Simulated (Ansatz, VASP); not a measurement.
## Fe2Ge in VASP and in Ansatz

```
Fe Ge
1.0
     4.00812    0.00000    0.00000
    -2.00406    3.47114    0.00000
     0.00000    0.00000    4.83500
Fe Ge
4 2
Cartesian
  0.0000 0.0000 0.0000
  0.0000 0.0000 2.4175
  2.0041 1.1570 3.6263
  0.0000 2.3141 1.2088
  2.0041 1.1570 1.2088
  0.0000 2.3141 3.6263
```

Alike in both runs: functional LDA; k mesh 12 × 12 × 8; occupations gaussian, width 0.05 eV; collinear spin.

Ansatz relaxed the structure, and its values are those at the end. VASP's run is a single point on that final structure, the one shown.

|  | VASP | Ansatz |
| --- | --- | --- |
| version | VASP 6.6.1 | Ansatz 0.2.0 |
| potentials or method | VASP PAW LDA potentials, release 64 (Fe, Ge_d), cutoff 520 eV | scalar-relativistic, plane waves, PAW |
| valence electrons in the cell | 60 | 92 |

VASP gave:

- gap on the k mesh at the Fermi level (eV): none
- pressure (GPa): 0.2
- net moment per atom (μB): 1.00
- size of the moment on the site where the two differ most (μB): 2.03

Question: Which values does Ansatz return?

Answer: gap on the k mesh at the Fermi level (eV): none; pressure (GPa): 0.0; net moment per atom (μB): 1.03; size of the moment on the site where the two differ most (μB): 2.07.

LDA's correlation is that of Perdew and Zunger in VASP and of Perdew and Wang (1992) in Ansatz. Site moments also hang on the region over which each program counts them. A gap of «none» marks a metal or a gap that the smearing closes. VASP's potentials hold 60 valence electrons a cell and Ansatz's 92, so a difference there can come from the potentials and not from the codes.
